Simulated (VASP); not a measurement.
# Ge3Pd (Pm-3m) in VASP: single point with r2SCAN

Aim: the single point of Ge3Pd with r2SCAN.

All numbers are computed with VASP 6.6.1; they aren't measurements. Logs are shortened: lines on timing, memory, paths and dates and some standing lists are left out, and cuts for length are marked.

### Step 1. The cell of the first run

Symmetry: Pm-3m, No. 221, cubic system. The conventional cell has a = 4.142 Å, b = 4.142 Å, c = 4.142 Å, α = 90.00°, β = 90.00°, γ = 90.00°. Within 3.9 Å of Ge (site symmetry 4/mmm) lie 8 Ge at 2.93 Å and 4 Pd at 2.93 Å. Pd (site symmetry m-3m) has 12 Ge at 2.93 Å within 3.9 Å.

### Step 2. Single point, r2SCAN

POSCAR

```
Ge3Pd
1.0
    4.1420230000      0.0000000000      0.0000000000
    0.0000000000      4.1420230000      0.0000000000
    0.0000000000      0.0000000000      4.1420230000
Ge Pd
3 1
Direct
    0.0000000000      0.5000000000      0.5000000000
    0.5000000000      0.0000000000      0.5000000000
    0.5000000000      0.5000000000      0.0000000000
    0.0000000000      0.0000000000      0.0000000000
```

INCAR.step1

```
SYSTEM = Ge3Pd
ALGO = Normal ; EDIFF = 1E-4
ENCUT = 520 ; GGA = PE
ISMEAR = -1 ; LASPH = .TRUE.
LCHARG = .FALSE. ; LREAL = .FALSE.
LWAVE = .TRUE. ; NBANDS = 34
NELM = 100 ; PREC = Accurate
SIGMA = 0.1
```

INCAR.step2

```
SYSTEM = Ge3Pd
ALGO = Normal ; EDIFF = 1E-7
ENCUT = 520 ; ISIF = 2
ISMEAR = -1 ; ISTART = 1
LASPH = .TRUE. ; LCHARG = .FALSE.
LMIXTAU = .TRUE. ; LREAL = .FALSE.
LWAVE = .FALSE. ; METAGGA = R2SCAN
NBANDS = 34 ; NELM = 100
PREC = Accurate ; SIGMA = 0.1
```

KPOINTS

```
k-points
0
G
  5 5 5
  0 0 0
```

Potentials or basis: VASP PAW PBE potentials, release 64 (Ge_d, Pd).

Command:

```bash
$ cat potpaw_PBE.64/Ge_d/POTCAR potpaw_PBE.64/Pd/POTCAR > POTCAR
$ cp INCAR.step1 INCAR
$ mpirun -np 1 vasp_std > vasp.out
$ cp INCAR.step2 INCAR
$ mpirun -np 1 vasp_std > vasp.out
```

OUTCAR:

```text
SYSTEM = Ge3Pd
   EDIFF = 1E-7
   ENCUT = 520
   ISIF = 2
   ISMEAR = -1
   ISTART = 1
   LASPH = .TRUE.
   LREAL = .FALSE.
   METAGGA = R2SCAN
   NELM = 100
   PREC = Accurate

 ion  position               nearest neighbor table
   1  0.000  0.500  0.500-   4 2.93   4 2.93   4 2.93   4 2.93
   2  0.500  0.000  0.500-   4 2.93   4 2.93   4 2.93   4 2.93
   3  0.500  0.500  0.000-   4 2.93   4 2.93   4 2.93   4 2.93
   4  0.000  0.000  0.000-   1 2.93   2 2.93   3 2.93   1 2.93   2 2.93   1 2.93   3 2.93   1 2.93
                             2 2.93   3 2.93   2 2.93   3 2.93

  LATTYP: Found a simple cubic cell.
 ALAT       =     4.1420230000

  Lattice vectors:

 A1 = (   4.1420230000,   0.0000000000,   0.0000000000)
 A2 = (   0.0000000000,   4.1420230000,   0.0000000000)
 A3 = (   0.0000000000,   0.0000000000,   4.1420230000)

Analysis of symmetry for initial positions (statically):
=====================================================================
 Subroutine PRICEL returns:
 Original cell was already a primitive cell.

 Routine SETGRP: Setting up the symmetry group for a
 simple cubic supercell.

 Subroutine GETGRP returns: Found 48 space group operations
 (whereof 48 operations were pure point group operations)
 out of a pool of 48 trial point group operations.

The static configuration has the point symmetry O_h .

Analysis of symmetry for dynamics (positions and initial velocities):
=====================================================================
 Subroutine PRICEL returns:
 Original cell was already a primitive cell.

 Routine SETGRP: Setting up the symmetry group for a
 simple cubic supercell.

 Subroutine GETGRP returns: Found 48 space group operations
 (whereof 48 operations were pure point group operations)
 out of a pool of 48 trial point group operations.

The dynamic configuration has the point symmetry O_h .

 Subroutine INISYM returns: Found 48 space group operations
 (whereof 48 operations are pure point group operations),
 and found     1 'primitive' translations

----------------------------------------------------------------------------------------

                                     Primitive cell

  volume of cell :      71.0620

  direct lattice vectors                    reciprocal lattice vectors
     4.142023000  0.000000000  0.000000000     0.241427921  0.000000000  0.000000000
     0.000000000  4.142023000  0.000000000     0.000000000  0.241427921  0.000000000
     0.000000000  0.000000000  4.142023000     0.000000000  0.000000000  0.241427921

  length of vectors
     4.142023000  4.142023000  4.142023000     0.241427921  0.241427921  0.241427921

  position of ions in fractional coordinates (direct lattice)
     0.000000000  0.500000000  0.500000000
     0.500000000  0.000000000  0.500000000
     0.500000000  0.500000000  0.000000000
     0.000000000  0.000000000  0.000000000

  ion indices of the primitive-cell ions
   primitive index   ion index
                 1           1
                 2           2
                 3           3
                 4           4

----------------------------------------------------------------------------------------

 KPOINTS: k-points

Automatic generation of k-mesh.
 Grid dimensions read from file:
 generate k-points for:    5    5    5

 Generating k-lattice:

  Cartesian coordinates                     Fractional coordinates (reciprocal lattice)
     0.048285584  0.000000000  0.000000000     0.200000000  0.000000000  0.000000000
     0.000000000  0.048285584  0.000000000     0.000000000  0.200000000  0.000000000
     0.000000000  0.000000000  0.048285584     0.000000000  0.000000000  0.200000000

  Length of vectors
     0.048285584  0.048285584  0.048285584

  Shift w.r.t. Gamma in fractional coordinates (k-lattice)
     0.000000000  0.000000000  0.000000000

 Subroutine IBZKPT returns following result:
 ===========================================

 Found     10 irreducible k-points:

 Following reciprocal coordinates:
            Coordinates               Weight
  0.000000  0.000000  0.000000      1.000000
  0.200000  0.000000  0.000000      6.000000
  0.400000  0.000000  0.000000      6.000000
  0.200000  0.200000  0.000000     12.000000
  0.400000  0.200000  0.000000     24.000000
  0.400000  0.400000  0.000000     12.000000
  0.200000  0.200000  0.200000      8.000000
  0.400000  0.200000  0.200000     24.000000
  0.400000  0.400000  0.200000     24.000000
  0.400000  0.400000  0.400000      8.000000
   k-points           NKPTS =     10   k-points in BZ     NKDIM =     10   number of bands    NBANDS=     34
   number of dos      NEDOS =    301   number of ions     NIONS =      4
   total plane-waves  NPLWV =  32768
   dimension x,y,z NGX =    32 NGY =   32 NGZ =   32
   dimension x,y,z NGXF=    64 NGYF=   64 NGZF=   64
   ions per type =               3   1
   NGX,Y,Z   is equivalent  to a cutoff of  12.84, 12.84, 12.84 a.u.
   NGXF,Y,Z  is equivalent  to a cutoff of  25.69, 25.69, 25.69 a.u.
 SYSTEM =  Ge3Pd
   PREC   = accura    normal or accurate (medium, high low for compatibility)
   ISTART =      1    job   : 0-new  1-cont  2-samecut
   ICHARG =      0    charge: 1-file 2-atom 10-const
   ISPIN  =      1    spin polarized calculation?
   LNONCOLLINEAR =      F non collinear calculations
   LSORBIT =      F    spin-orbit coupling
   LASPH  =      T    aspherical Exc in radial PAW
   ENCUT  =  520.0 eV  38.22 Ry    6.18 a.u.   7.70  7.70  7.70*2*pi/ulx,y,z
   NELM   =    100;   NELMIN=  2; NELMDL=  0     # of ELM steps
   EDIFF  = 0.1E-06   stopping-criterion for ELM
   LREAL  =      F    real-space projection
   EDIFFG = 0.1E-05   stopping-criterion for IOM
   NSW    =      0    number of steps for IOM
   IBRION =     -1    ionic relax: 0-MD 1-quasi-New 2-CG
   NFREE  =      0    steps in history (QN), initial steepest desc. (CG)
   ISIF   =      2    stress and relaxation
   ISYM   =      2    0-nonsym 1-usesym 2-fastsym
   POTIM  = 0.5000    time-step for ionic-motion
   TEBEG  =    0.0;   TEEND  =   0.0 temperature during run
   PSTRESS=    0.0 pullay stress
   NELECT =      52.0000    total number of electrons
   NUPDOWN=      -1.0000    fix difference up-down
   EMIN   =  10.00;   EMAX   =-10.00  energy-range for DOS
   EFERMI =   0.00;   METHOD = LEGACY
   ISMEAR =    -1;   SIGMA  =   0.10  broadening in eV -4-tet -1-fermi 0-gaus
   EFERMI_NEDOS =   21; number of points for ismear=-14 and -15
   IALGO  =     38    algorithm
   IMIX   =      4    mixing-type and parameters
     AMIX     =   0.40;   BMIX     =  1.00
     AMIX_MAG =   1.60;   BMIX_MAG =  1.00
  volume/ion in A,a.u.               =      17.77       119.89
  Fermi-wavevector in a.u.,A,eV,Ry     =   1.475243  2.787804 29.610913  2.176341
  Thomas-Fermi vector in A             =   2.589916
   LORBIT       =      0    0 simple, 1 ext, 2 COOP (PROOUT), +10 PAW based schemes
   METAGGA = R2SCAN    functional components
   LHFCALC =     F    Hartree Fock is set to
   AEXX    =    0.0000 exact exchange contribution
   IVDW    =     0    specifies the selected vdW correction
   LEPSILON=     F    determine dielectric tensor
   LRPA    =     F    only Hartree local field effects (RPA)
 non-spin polarized calculation
  energy-cutoff  :      520.00
  volume of cell :       71.06
 maximum number of plane-waves:      1935
 NGX is ok and might be reduce to    32
   NGX = 15   NGY = 15   NGZ = 15

 number of electron      52.0000056 magnetization

 Free energy of the ion-electron system (eV)
  ---------------------------------------------------
  ext. energy  EPLUGINS =         0.00000000
  ---------------------------------------------------
  free energy    TOTEN  =       -63.61263489 eV

  energy without entropy =      -63.55404544  energy(sigma->0) =      -63.58334016

 E-fermi :   7.2370     XC(G=0): -12.8220

 val. band max:        7.0937896015   @ k =   0.4000   0.4000   0.2000
 cond. band min:       7.3422426920   @ k =   0.4000   0.4000   0.0000
 fundamental gap:      0.2484530906
 Fermi energy:         7.2370387841

 k-point     1 :       0.0000    0.0000    0.0000
  band No.  band energies     occupation
      1     -18.1019      2.00000
      2     -18.1019      2.00000
      3     -18.1019      2.00000
      4     -18.0910      2.00000
      5     -18.0311      2.00000
      6     -18.0311      2.00000
[... 26 lines left out ...]
     33      13.3853      0.00000
     34      16.7720      0.00000

 k-point     2 :       0.2000    0.0000    0.0000
  band No.  band energies     occupation
      1     -18.0995      2.00000
      2     -18.0856      2.00000
      3     -18.0856      2.00000
      4     -18.0802      2.00000
      5     -18.0295      2.00000
      6     -18.0216      2.00000
[... 26 lines left out ...]
     33      12.6755      0.00000
     34      16.7735      0.00000

 k-point     3 :       0.4000    0.0000    0.0000
  band No.  band energies     occupation
      1     -18.0955      2.00000
      2     -18.0568      2.00000
      3     -18.0428      2.00000
      4     -18.0428      2.00000
      5     -18.0260      2.00000
      6     -18.0005      2.00000
[... 26 lines left out ...]
     33      13.7918      0.00000
     34      16.7758      0.00000
[... 186 lines left out ...]
 k-point     9 :       0.4000    0.4000    0.2000
  band No.  band energies     occupation
      1     -18.0615      2.00000
      2     -18.0508      2.00000
      3     -18.0438      2.00000
      4     -18.0414      2.00000
      5     -18.0256      2.00000
      6     -18.0192      2.00000
[... 26 lines left out ...]
     33      15.0545      0.00000
     34      16.9534      0.00000

 k-point    10 :       0.4000    0.4000    0.4000
  band No.  band energies     occupation
      1     -18.0632      2.00000
      2     -18.0530      2.00000
      3     -18.0530      2.00000
      4     -18.0421      2.00000
      5     -18.0421      2.00000
      6     -18.0370      2.00000
[... 26 lines left out ...]
     33      15.2573      0.00000
     34      18.9192      0.00000

------------------------ aborting loop because EDIFF is reached ----------------------------------------

  FORCE on cell =-STRESS in cart. coord.  units (eV):
  Direction    XX          YY          ZZ          XY          YZ          ZX
  --------------------------------------------------------------------------------------
  -------------------------------------------------------------------------------------
  Total       -1.2587765     -1.2587765     -1.2587765      0.0000000     -0.0000000      0.0000000
  in kB      -28.3806075    -28.3806075    -28.3806075      0.0000000     -0.0000000      0.0000000
  external PRESSURE =     -28.3806075 kB  Pullay stress =       0.0000000 kB

 VOLUME and BASIS-vectors are now :
 -----------------------------------------------------------------------------
  energy-cutoff  :      520.00
  volume of cell :       71.06
      direct lattice vectors                 reciprocal lattice vectors
     4.142023000  0.000000000  0.000000000     0.241427921  0.000000000  0.000000000
     0.000000000  4.142023000  0.000000000     0.000000000  0.241427921  0.000000000
     0.000000000  0.000000000  4.142023000     0.000000000  0.000000000  0.241427921

 POSITION                                       TOTAL-FORCE (eV/Angst)
 -----------------------------------------------------------------------------------
      0.00000      2.07101      2.07101         0.000000      0.000000      0.000000
      2.07101      0.00000      2.07101         0.000000      0.000000      0.000000
      2.07101      2.07101      0.00000         0.000000      0.000000      0.000000
      0.00000      0.00000      0.00000         0.000000      0.000000      0.000000
 -----------------------------------------------------------------------------------
    total drift:                                0.000000     -0.000000     -0.000000

  FREE ENERGIE OF THE ION-ELECTRON SYSTEM (eV)
  ---------------------------------------------------
  free  energy   TOTEN  =       -63.6126348875 eV

  energy  without entropy=      -63.5540454373  energy(sigma->0) =      -63.58334016
```

Run time: 2.5 min. Hardware: 1 thread of Intel Xeon 8259CL, shared host; peak memory 0.19 GiB.

Results:

| Quantity | Value |
| --- | --- |
| Free energy | -63.6126 eV |
| Pressure | -2.8 GPa |
| Band gap on the k mesh | zero (band 26 reaches 7.45 eV, above the bottom of band 27 at 6.07 eV) |

Caveat: the PAW data sets were made with another functional, which shifts forces and pressure a little.
